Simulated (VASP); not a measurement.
# C (P6_3/mmc) in VASP: notebook

C is run at these levels: PBEsol; tasks: relaxation of cell and atoms.

Program: VASP 6.6.1. These are calculated values, not measurements. Logs are shortened: lines on timing, memory, paths and dates and some standing lists are left out, and cuts for length are marked.

**1. The cell of the first run**

It takes space group P6_3/mmc (No. 194, hexagonal). The conventional cell has a = 2.459 Å, b = 2.459 Å, c = 7.286 Å, α = 90.00°, β = 90.00°, γ = 120.00°. C (site symmetry -6m2) has 3 C at 1.42 Å within 1.9 Å. Within 1.9 Å of C (site symmetry -6m2) lie 3 C at 1.42 Å.

**2. Relaxation of cell and atoms, PBEsol, target pressure -2 GPa, at which the enthalpy is minimised**

INCAR reads:

```
SYSTEM = C
PREC = Accurate ; ENCUT = 600
EDIFF = 1E-7 ; ISMEAR = 0
SIGMA = 0.01 ; LREAL = .FALSE.
LASPH = .TRUE. ; NELM = 120
ALGO = Normal ; ISIF = 3
LWAVE = .FALSE. ; LCHARG = .FALSE.
GGA = PS ; IBRION = 2
NSW = 100 ; EDIFFG = -0.002
PSTRESS = -20.0 ; GGA_COMPAT = .FALSE.
NELMIN = 4
```

KPOINTS reads:

```
Automatic mesh
0
G
  10 10 4
  0 0 0
```

POSCAR reads:

```
C
1.0
    2.4588354590      0.0000000000      0.0000000000
   -1.2294177295      2.1294139712      0.0000000000
    0.0000000000      0.0000000000      7.2856777555
C
4
Direct
    0.0000000000      0.0000000000      0.0025001780
    0.0000000000      0.0000000000      0.5025001780
    0.3333333333      0.6666666667      0.0024998220
    0.6666666667      0.3333333333      0.5024998220
```

Potentials or basis: VASP PAW PBE potentials, release 64 (C).

The run is started by

```sh
$ cat potpaw_PBE.64/C/POTCAR > POTCAR
$ mpirun -np 1 vasp_std > vasp.out
```

OUTCAR:

```text
SYSTEM = C
   PREC = Accurate
   ENCUT = 600
   EDIFF = 1E-7
   ISMEAR = 0
   LREAL = .FALSE.
   LASPH = .TRUE.
   NELM = 120
   ISIF = 3
   GGA = PS
   IBRION = 2
   NSW = 100
   EDIFFG = -0.002
   PSTRESS = -20.0
   NELMIN = 4

 ion  position               nearest neighbor table
   1  0.000  0.000  0.003-   3 1.42   3 1.42   3 1.42
   2  0.000  0.000  0.503-   4 1.42   4 1.42   4 1.42
   3  0.333  0.667  0.002-   1 1.42   1 1.42   1 1.42
   4  0.667  0.333  0.502-   2 1.42   2 1.42   2 1.42

  LATTYP: Found a hexagonal cell.
 ALAT       =     2.4588354590
 C/A-ratio  =     2.9630603092

  Lattice vectors:

 A1 = (   2.4588354590,   0.0000000000,   0.0000000000)
 A2 = (  -1.2294177295,   2.1294139712,   0.0000000000)
 A3 = (   0.0000000000,   0.0000000000,   7.2856777555)

Analysis of symmetry for initial positions (statically):
=====================================================================
 Subroutine PRICEL returns:
 Original cell was already a primitive cell.

 Routine SETGRP: Setting up the symmetry group for a
 hexagonal supercell.

 Subroutine GETGRP returns: Found 24 space group operations
 (whereof  6 operations were pure point group operations)
 out of a pool of 24 trial point group operations.

The static configuration has the point symmetry C_3v.
 The point group associated with its full space group is D_6h.

Analysis of symmetry for dynamics (positions and initial velocities):
=====================================================================
 Subroutine PRICEL returns:
 Original cell was already a primitive cell.

 Routine SETGRP: Setting up the symmetry group for a
 hexagonal supercell.

 Subroutine GETGRP returns: Found 24 space group operations
 (whereof  6 operations were pure point group operations)
 out of a pool of 24 trial point group operations.

The dynamic configuration has the point symmetry C_3v.
 The point group associated with its full space group is D_6h.

 Subroutine INISYM returns: Found 24 space group operations
 (whereof  6 operations are pure point group operations),
 and found     1 'primitive' translations

----------------------------------------------------------------------------------------

                                     Primitive cell

  volume of cell :      38.1469

  direct lattice vectors                    reciprocal lattice vectors
     2.458835459  0.000000000  0.000000000     0.406696591  0.234806387  0.000000000
    -1.229417729  2.129413971  0.000000000     0.000000000  0.469612773  0.000000000
     0.000000000  0.000000000  7.285677756     0.000000000  0.000000000  0.137255590

  length of vectors
     2.458835459  2.458835459  7.285677756     0.469612773  0.469612773  0.137255590

  position of ions in fractional coordinates (direct lattice)
     0.000000000  0.000000000  0.002500178
     0.000000000  0.000000000  0.502500178
     0.333333333  0.666666667  0.002499822
     0.666666667  0.333333333  0.502499822

  ion indices of the primitive-cell ions
   primitive index   ion index
                 1           1
                 2           2
                 3           3
                 4           4

----------------------------------------------------------------------------------------

 KPOINTS: Automatic mesh

Automatic generation of k-mesh.
 Grid dimensions read from file:
 generate k-points for:   10   10    4

 Generating k-lattice:

  Cartesian coordinates                     Fractional coordinates (reciprocal lattice)
     0.040669659  0.023480639  0.000000000     0.100000000  0.000000000  0.000000000
     0.000000000  0.046961277  0.000000000     0.000000000  0.100000000  0.000000000
     0.000000000  0.000000000  0.034313898     0.000000000  0.000000000  0.250000000

  Length of vectors
     0.046961277  0.046961277  0.034313898

  Shift w.r.t. Gamma in fractional coordinates (k-lattice)
     0.000000000  0.000000000  0.000000000

 Subroutine IBZKPT returns following result:
 ===========================================

 Found     42 irreducible k-points:

 Following reciprocal coordinates:
            Coordinates               Weight
  0.000000  0.000000  0.000000      1.000000
  0.100000 -0.000000  0.000000      6.000000
  0.200000 -0.000000  0.000000      6.000000
  0.300000 -0.000000  0.000000      6.000000
  0.400000 -0.000000  0.000000      6.000000
  0.500000 -0.000000  0.000000      3.000000
[... 16 lines left out ...]
  0.300000  0.100000  0.250000     24.000000
  0.400000  0.100000  0.250000     24.000000
 [... further k-points ...]
   k-points           NKPTS =     42   k-points in BZ     NKDIM =     42   number of bands    NBANDS=     12
   number of dos      NEDOS =    301   number of ions     NIONS =      4
   total plane-waves  NPLWV =  24000
   dimension x,y,z NGX =    20 NGY =   20 NGZ =   60
   dimension x,y,z NGXF=    40 NGYF=   40 NGZF=  120
   ions per type =               4
   NGX,Y,Z   is equivalent  to a cutoff of  13.52, 13.52, 13.69 a.u.
   NGXF,Y,Z  is equivalent  to a cutoff of  27.04, 27.04, 27.38 a.u.
 SYSTEM =  C
   PREC   = accura    normal or accurate (medium, high low for compatibility)
   ISTART =      0    job   : 0-new  1-cont  2-samecut
   ICHARG =      2    charge: 1-file 2-atom 10-const
   ISPIN  =      1    spin polarized calculation?
   LNONCOLLINEAR =      F non collinear calculations
   LSORBIT =      F    spin-orbit coupling
   LASPH  =      T    aspherical Exc in radial PAW
   ENCUT  =  600.0 eV  44.10 Ry    6.64 a.u.   4.91  4.91 14.55*2*pi/ulx,y,z
   NELM   =    120;   NELMIN=  4; NELMDL= -5     # of ELM steps
   EDIFF  = 0.1E-06   stopping-criterion for ELM
   LREAL  =      F    real-space projection
   EDIFFG = -.2E-02   stopping-criterion for IOM
   NSW    =    100    number of steps for IOM
   IBRION =      2    ionic relax: 0-MD 1-quasi-New 2-CG
   NFREE  =      1    steps in history (QN), initial steepest desc. (CG)
   ISIF   =      3    stress and relaxation
   ISYM   =      2    0-nonsym 1-usesym 2-fastsym
   POTIM  = 0.5000    time-step for ionic-motion
   TEBEG  =    0.0;   TEEND  =   0.0 temperature during run
   PSTRESS=  -20.0 pullay stress
   NELECT =      16.0000    total number of electrons
   NUPDOWN=      -1.0000    fix difference up-down
   EMIN   =  10.00;   EMAX   =-10.00  energy-range for DOS
   EFERMI =   0.00;   METHOD = LEGACY
   ISMEAR =     0;   SIGMA  =   0.01  broadening in eV -4-tet -1-fermi 0-gaus
   EFERMI_NEDOS =   21; number of points for ismear=-14 and -15
   IALGO  =     38    algorithm
   IMIX   =      4    mixing-type and parameters
     AMIX     =   0.40;   BMIX     =  1.00
     AMIX_MAG =   1.60;   BMIX_MAG =  1.00
  volume/ion in A,a.u.               =       9.54        64.36
  Fermi-wavevector in a.u.,A,eV,Ry     =   1.225448  2.315761 20.432188  1.501723
  Thomas-Fermi vector in A             =   2.360486
   LORBIT       =      0    0 simple, 1 ext, 2 COOP (PROOUT), +10 PAW based schemes
   GGA     = PS    functional components
   LHFCALC =     F    Hartree Fock is set to
   AEXX    =    0.0000 exact exchange contribution
   IVDW    =     0    specifies the selected vdW correction
   LEPSILON=     F    determine dielectric tensor
   LRPA    =     F    only Hartree local field effects (RPA)
 conjugate gradient relaxation of ions
 non-spin polarized calculation
 Gauss-broadening in eV      SIGMA  =   0.01
  energy-cutoff  :      600.00
  volume of cell :       38.15
 maximum number of plane-waves:      1298
 NGX is ok and might be reduce to    20
   NGX =  9   NGY =  9   NGZ = 29

--------------------------------------- Ionic step        1  -------------------------------------------

 number of electron      16.0000000 magnetization

 Free energy of the ion-electron system (eV)
  ---------------------------------------------------
  ext. energy  EPLUGINS =         0.00000000
  ---------------------------------------------------
  free energy    TOTEN  =       -38.59729440 eV

  energy without entropy =      -38.59729440  energy(sigma->0) =      -38.59729440

------------------------ aborting loop because EDIFF is reached ----------------------------------------

  FORCE on cell =-STRESS in cart. coord.  units (eV):
  Direction    XX          YY          ZZ          XY          YZ          ZX
  --------------------------------------------------------------------------------------
  -------------------------------------------------------------------------------------
  Total        0.1065086      0.1065086     -0.0513453      0.0000000      0.0000000      0.0000000
  in kB        4.4733783      4.4733783     -2.1565135      0.0000000      0.0000000      0.0000000
  external PRESSURE =      22.2634144 kB  Pullay stress =     -20.0000000 kB
[... 99 lines left out ...]
  FREE ENERGIE OF THE ION-ELECTRON SYSTEM (eV)
  ---------------------------------------------------
  free  energy   TOTEN  =       -38.5957427362 eV

  energy  without entropy=      -38.5957427362  energy(sigma->0) =      -38.59574274

  enthalpy is  TOTEN    =       -39.0754709334 eV   P V=       -0.4797281971

 E-fermi :   3.0498     XC(G=0):  -9.7874

 val. band max:        2.9681719960   @ k =   0.3000   0.3000   0.0000
 cond. band min:       4.5621445199   @ k =   0.3000   0.3000   0.0000
 fundamental gap:      1.5939725239
 Fermi energy:         3.0497660063

 k-point     1 :       0.0000    0.0000    0.0000
  band No.  band energies     occupation
      1     -15.8284      2.00000
      2     -15.7002      2.00000
      3      -4.4758      2.00000
      4      -3.3468      2.00000
      5       0.7137      2.00000
      6       0.7137      2.00000
      7       0.7194      2.00000
      8       0.7194      2.00000
      9       7.1192      0.00000
     10      11.9991      0.00000
     11      12.0009      0.00000
     12      12.0189      0.00000
[... 331 lines left out ...]
 k-point    24 :       0.4000    0.1000    0.2500
  band No.  band energies     occupation
      1     -11.0333      2.00000
      2     -10.9742      2.00000
      3      -8.6390      2.00000
      4      -8.5926      2.00000
      5      -3.3734      2.00000
      6      -3.3547      2.00000
      7       0.9804      2.00000
      8       1.4125      2.00000
      9       5.5923      0.00000
     10       5.9318      0.00000
     11      12.0418      0.00000
     12      12.1822      0.00000

 [... further k-points ...]

[... ionic steps 4 to 13 ...]

--------------------------------------- Ionic step       14  -------------------------------------------

 number of electron      16.0000001 magnetization

------------------------ aborting loop because EDIFF is reached ----------------------------------------

  FORCE on cell =-STRESS in cart. coord.  units (eV):
  Direction    XX          YY          ZZ          XY          YZ          ZX
  --------------------------------------------------------------------------------------
  -------------------------------------------------------------------------------------
  Total       -0.6226667     -0.6226667     -0.6346232      0.0000000     -0.0000000      0.0000000
  in kB      -19.9921504    -19.9921504    -20.3760427      0.0000000     -0.0000000      0.0000000
  external PRESSURE =      -0.1201145 kB  Pullay stress =     -20.0000000 kB
[... 65 lines left out ...]
  enthalpy is  TOTEN    =       -39.1699278199 eV   P V=       -0.6228977470

--------------------------------------- Ionic step       16  -------------------------------------------

 number of electron      16.0000001 magnetization

 Free energy of the ion-electron system (eV)
  ---------------------------------------------------
  ext. energy  EPLUGINS =         0.00000000
  ---------------------------------------------------
  free energy    TOTEN  =       -38.54775213 eV

  energy without entropy =      -38.54775213  energy(sigma->0) =      -38.54775213

 E-fermi :   1.1152     XC(G=0):  -8.1563

 val. band max:        1.0621834037   @ k =   0.3000   0.3000   0.0000
 cond. band min:       3.0294146138   @ k =   0.3000   0.3000   0.0000
 fundamental gap:      1.9672312101
 Fermi energy:         1.1152031499

 k-point     1 :       0.0000    0.0000    0.0000
  band No.  band energies     occupation
      1     -17.4648      2.00000
      2     -17.4529      2.00000
      3      -5.7289      2.00000
      4      -5.5033      2.00000
      5      -0.9775      2.00000
      6      -0.9775      2.00000
      7      -0.9768      2.00000
      8      -0.9768      2.00000
      9       4.9673      0.00000
     10       7.4971      0.00000
     11      10.3176      0.00000
     12      10.3275      0.00000
[... 331 lines left out ...]
 k-point    24 :       0.4000    0.1000    0.2500
  band No.  band energies     occupation
      1     -12.7003      2.00000
      2     -12.6954      2.00000
      3     -10.3121      2.00000
      4     -10.3083      2.00000
      5      -5.0591      2.00000
      6      -5.0580      2.00000
      7      -0.5119      2.00000
      8      -0.4358      2.00000
      9       4.0543      0.00000
     10       4.1197      0.00000
     11      10.4176      0.00000
     12      10.4342      0.00000

 [... further k-points ...]

------------------------ aborting loop because EDIFF is reached ----------------------------------------

  FORCE on cell =-STRESS in cart. coord.  units (eV):
  Direction    XX          YY          ZZ          XY          YZ          ZX
  --------------------------------------------------------------------------------------
  -------------------------------------------------------------------------------------
  Total       -0.6174087     -0.6174087     -0.6214621      0.0000000     -0.0000000      0.0000000
  in kB      -19.8465412    -19.8465412    -19.9768369      0.0000000     -0.0000000      0.0000000
  external PRESSURE =       0.1100269 kB  Pullay stress =     -20.0000000 kB
[... 19 lines left out ...]
  FREE ENERGIE OF THE ION-ELECTRON SYSTEM (eV)
  ---------------------------------------------------
  free  energy   TOTEN  =       -38.5477521302 eV

  energy  without entropy=      -38.5477521302  energy(sigma->0) =      -38.54775213

  enthalpy is  TOTEN    =       -39.1699348176 eV   P V=       -0.6221826875

 reached required accuracy - stopping structural energy minimisation
```

Wall time 2.7 min (1 thread of Intel Xeon Platinum 8488C (Sapphire Rapids), shared host); peak memory 0.15 GiB.

Results:

```yaml
Free_energy: -38.5478 eV
Relaxed_volume: 12.46 Å³/atom
Relaxed_cell: a = 2.465 Å, b = 2.465 Å, c = 9.469 Å, α = 90.00°, β = 90.00°, γ = 120.00°
Space_group_after_relaxing_to_0.1_Å: P6_3/mmc (No. 194)
Energy_change_on_relaxing_the_run_minimises_the_enthalpy: +12.4 meV/atom
Ionic_steps: 16
Pressure_after_relaxing: -2.0 GPa
```

The path:
| step | energy change (eV) | largest force (eV/Å) | pressure (GPa) | volume (Å³) |
| --- | --- | --- | --- | --- |
| 1 | 0.0000 | 0.0000 | 0.23 | 38.15 |
| 2 | 0.0122 | 0.0000 | -5.00 | 38.88 |
| 3 | 0.0016 | 0.0000 | -1.84 | 38.43 |
| 4 | 0.0019 | 0.0000 | -1.84 | 38.65 |
| 5 | 0.0031 | 0.0000 | -1.84 | 39.31 |
| 6 | 0.0061 | 0.0000 | -1.80 | 40.64 |
| 7 | 0.0124 | 0.0000 | -1.74 | 43.29 |
| 8 | 0.0366 | 0.0000 | -2.08 | 48.60 |
| 9 | 0.3854 | 0.0000 | -5.54 | 59.23 |
| 10 | 0.0419 | 0.0000 | -2.17 | 49.16 |
| 11 | 0.0510 | 0.0000 | -2.32 | 49.95 |
| 12 | 0.1043 | 0.0000 | 8.25 | 48.24 |
| 13 | 0.0503 | 0.0000 | -2.02 | 49.90 |
| 14 | 0.0503 | 0.0000 | -2.01 | 49.90 |
| 15 | 0.0503 | 0.0000 | -2.01 | 49.90 |
| 16 | 0.0495 | 0.0000 | -1.99 | 49.84 |

Final structure:
```
C
1.0
     2.46540    0.00000    0.00000
    -1.23270    2.13510    0.00000
     0.00000    0.00000    9.46876
C
4
Direct
  0.00000 0.00000 0.00250
  0.00000 0.00000 0.50250
  0.33333 0.66667 0.00250
  0.66667 0.33333 0.50250
```

Caveat: the cell is relaxed towards a set pressure, so the run minimises the enthalpy, not the energy; the volume moved by over 15 % at a fixed basis, so the end points are rough; this functional lacks dispersion, which binds the layers, so the pressure and a relaxed spacing across them are unreliable; the PAW data sets were made with another functional, which shifts forces and pressure a little.

(Part 1 of 2 ends here.)
